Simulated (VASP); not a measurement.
Input of a VASP 6.6.1 run:

File INCAR:

```
  ALGO = Normal
  EDIFF = 1E-7
  EDIFFG = -0.01
  ENCUT = 500
  GGA_COMPAT = False
  IBRION = 2
  ISIF = 8
  ISMEAR = 0
  LASPH = True
  LCHARG = False
  LREAL = False
  LWAVE = False
  NELM = 120
  NELMIN = 4
  NSW = 80
  PREC = Accurate
  SIGMA = 0.05
```

File KPOINTS:

```
k-points
0
Gamma
  11 11 11
```

The input POSCAR:

```
Pd
1.0
    0.0000000000      1.9465000000      1.9465000000
    1.9465000000      0.0000000000      1.9465000000
    1.9465000000      1.9465000000      0.0000000000
Pd
1
Direct
    0.0000000000      0.0000000000      0.0000000000
```

Potentials or basis: VASP PAW LDA potentials, release 64 (Pd).

Command:

```bash
$ cat potpaw_LDA.64/Pd/POTCAR > POTCAR
$ mpirun -np 1 vasp_std > vasp.out
```

(1) What does it give for the relaxed volume?

(2) Predict the relaxed cell.

(3) Estimate the band gap on the k mesh.

Results:

(1) 14.19 Å³/atom.

(2) a = 2.718 Å, b = 2.718 Å, c = 2.718 Å, α = 60.00°, β = 60.00°, γ = 60.00°.

(3) zero (band 5 reaches 10.54 eV, above the bottom of band 6 at 8.92 eV).
